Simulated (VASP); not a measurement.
# InO2: single point with PBE

InO2:

```
In O
1.0
     4.01783    0.00000    0.00000
     0.00000    4.01783    0.00000
     0.00000    0.00000    5.85591
In O
2 4
Direct
  0.50000 0.50000 0.00000
  0.00000 0.00000 0.50000
  0.75000 0.25000 0.25000
  0.25000 0.75000 0.25000
  0.25000 0.25000 0.75000
  0.75000 0.75000 0.75000
```

```
Program                : VASP 6.6.1
Task                   : single point
Functional             : PBE
Potentials or basis    : VASP PAW PBE potentials, release 64 (In_d, O)
Cutoff                 : 520 eV
k mesh                 : 4 × 4 × 4
Occupations            : gaussian, width 0.1 eV
Spin                   : no spin polarisation
Dipole correction      : no
Further INCAR settings : ALGO = Normal; EDIFF = 1e-07; NBANDS = 34
```

* Pressure: 0.3 GPa
* Band gap on the k mesh: zero (band 25 reaches 2.56 eV, above the bottom of band 26 at 1.71 eV)

Stress tensor (GPa, compression positive):
```
0.19 0.00 0.00
0.00 0.19 0.00
0.00 0.00 0.59
```

Levels at points of the mesh, in eV from the Fermi level:
```tsv
k point	band 23	band 24	band 25	band 26	band 27	band 28
(0.00, 0.00, 0.00)	-0.10	-0.10	0.29	0.29	1.27	7.27
(0.50, 0.00, 0.00)	-0.81	-0.81	-0.52	-0.52	4.78	4.78
(0.50, 0.50, 0.00)	0.15	0.15	0.33	0.33	5.59	5.59
(0.00, 0.00, 0.50)	0.02	0.02	0.02	0.02	3.99	3.99
(0.50, 0.00, 0.50)	-0.76	-0.76	-0.44	-0.44	5.18	5.18
(0.50, 0.50, 0.50)	0.15	0.15	0.24	0.43	3.18	6.33
```

Wall time 32 s on 1 thread of AMD EPYC 9R45 96-Core Processor (Zen 5), on a shared host, peak memory 0.18 GiB.

Caveat: the k points lie up to 0.39 Å⁻¹ apart; spin-orbit coupling is left out, which moves the levels of the heavy elements.
